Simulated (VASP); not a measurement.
A run of VASP 6.6.1 is set up as follows.

INCAR

```
SYSTEM = AlN
PREC = Accurate
ENCUT = 520
EDIFF = 1E-7
ISMEAR = 0
SIGMA = 0.05
LREAL = .FALSE.
LASPH = .TRUE.
NELM = 100
ALGO = Normal
ISIF = 2
LWAVE = .FALSE.
LCHARG = .FALSE.
GGA = PE
NBANDS = 11
```

The input KPOINTS:

```
regular mesh
0
G
  10 10 10
  0 0 0
```

POSCAR

```
AlN
1.0
    0.0000000000      2.1839935596      2.1839935596
    2.1839935596      0.0000000000      2.1839935596
    2.1839935596      2.1839935596      0.0000000000
Al N
1 1
Direct
   -0.0066088825     -0.0066088825     -0.0066088825
    0.7500000000      0.7500000000      0.7500000000
```

Potentials or basis: VASP PAW PBE potentials, release 64 (Al, N).

Launch:

```sh
$ cat potpaw_PBE.64/Al/POTCAR potpaw_PBE.64/N/POTCAR > POTCAR
$ mpirun -np 1 vasp_std > vasp.out
```

(1) What does it give for the largest force?

(2) What does it give for the band gap on the k mesh?

(3) Estimate the pressure.

## Answers

(1) 0.829 eV/Å.

(2) 3.24 eV, indirect (least direct gap 4.12 eV).

(3) 4.9 GPa.

Caveat: the cell differs from its parent crystal (all Al atoms moved -0.050 Å, as atom 1 along Cartesian [1 1 1]).
